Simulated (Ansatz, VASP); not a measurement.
# C in VASP and in Ansatz

```xyz
12
Lattice="2.3177 0.0000 0.0000 -1.1588 2.0072 0.0000 0.0000 0.0000 11.8821" Properties=species:S:1:pos:R:3 pbc="T T T"
C     0.0000    0.0000    2.2203
C     0.0000    0.0000    8.1613
C     0.0000    0.0000    3.7208
C     0.0000    0.0000    9.6618
C     0.0000    1.3381    6.1879
C     1.1589    0.6691    0.2468
C     0.0000    1.3381   11.6353
C     1.1589    0.6691    5.6942
C     0.0000    1.3381    7.6647
C     1.1589    0.6691    1.7236
C     0.0000    1.3381   10.1585
C     1.1589    0.6691    4.2174
```

Alike in both runs: task single point; functional LDA; k mesh 12 × 12 × 2; occupations gaussian, width 0.05 eV; no spin polarisation.

|  | VASP | Ansatz |
| --- | --- | --- |
| version | VASP 6.6.1 | Ansatz 0.2.0 |
| potentials or method | VASP PAW LDA potentials, release 64 (C), cutoff 520 eV | scalar-relativistic, plane waves, PAW |
| valence electrons in the cell | 48 | 48 |

VASP gave:

```
gap on the k mesh at the Fermi level (eV) : 4.90
least direct gap on the mesh (eV)         : 4.90
rms of the force components (eV/Å)        : 0.386
```

What did Ansatz give for the same quantities?

gap on the k mesh at the Fermi level (eV): 4.90; least direct gap on the mesh (eV): 4.90; rms of the force components (eV/Å): 0.379.

Ansatz warns that its potentials were made for another functional, while VASP's fit it. LDA's correlation is that of Perdew and Zunger in VASP and of Perdew and Wang (1992) in Ansatz. Atom by atom the forces differ by 0.007 eV/Å (rms over components).
